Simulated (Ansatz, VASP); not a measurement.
**One calculation of TePb, two programs**

```
CELL_PARAMETERS angstrom
0.00000 3.28605 3.28605
3.28605 0.00000 3.28605
3.28605 3.28605 0.00000
ATOMIC_POSITIONS crystal
Te 0.50000 0.50000 0.50000
Pb 0.00000 0.00000 0.00000
```

Alike in both runs: task relaxation of cell and atoms; functional LDA; k mesh 8 × 8 × 8; occupations gaussian, width 0.02 eV; no spin polarisation.

```csv
,VASP,Ansatz
version,VASP 6.6.1,Ansatz 0.2.0
potentials or method,"VASP PAW LDA potentials, release 64 (Te, Pb_d), cutoff 500 eV","scalar-relativistic, plane waves, PAW"
valence electrons in the cell,20,30
```

Ansatz gave:

| Quantity | Value |
| --- | --- |
| gap on the k mesh at the Fermi level, each at its own relaxed structure (eV) | 0.57 |
| relaxed volume (Å³/atom) | 32.48 |
| relaxed cell length with the largest relative difference (Å) | 4.512 |

Question: What did VASP give for the same quantities?

Answer: gap on the k mesh at the Fermi level, each at its own relaxed structure (eV): 0.56; relaxed volume (Å³/atom): 32.52; relaxed cell length with the largest relative difference (Å): 4.514.

LDA's correlation is that of Perdew and Zunger in VASP and of Perdew and Wang (1992) in Ansatz. VASP's potentials hold 20 valence electrons a cell and Ansatz's 30, so a difference there can come from the potentials and not from the codes.

Spin-orbit coupling is off throughout.
